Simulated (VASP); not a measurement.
Runs of VASP 6.6.1 on Ba. The structure is that of space group P6/mmm (No. 191), or close to it. The cells are those of the table. 

| cell | gap on the mesh (eV) | pressure (GPa) |
| --- | --- | --- |
| a = 6.996, b = 6.996, c = 4.222 Å, angles 90.0, 90.0, 120.0°, 2 atoms | none | 0.0 |
| a = 7.556, b = 7.556, c = 3.909 Å, angles 90.0, 90.0, 120.0°, 2 atoms | none | 0.0 |
| a = 6.436, b = 6.436, c = 4.222 Å, angles 90.0, 90.0, 120.0°, 2 atoms | none | (a) |
| a = 6.996, b = 6.996, c = 3.597 Å, angles 90.0, 90.0, 120.0°, 2 atoms | none | 0.8 |
| a = 6.436, b = 6.436, c = 3.597 Å, angles 90.0, 90.0, 120.0°, 2 atoms | none | 1.3 |

Alike in all rows: task single point; level PBE; potentials or basis VASP PAW PBE potentials, release 64 (Ba_sv); no spin polarisation; k mesh 9 × 9 × 12; cutoff (eV) 520; smearing gaussian 0.15 eV.

Problem. Estimate the missing entries.

Solution. (a) 0.4.

Caveats: spin-orbit coupling is left out, which moves the levels of the heavy elements.

A k mesh can miss the band edges, and the runs leave out spin-orbit coupling on Ba.

A gap of «none» marks levels without a gap at the run's occupations.
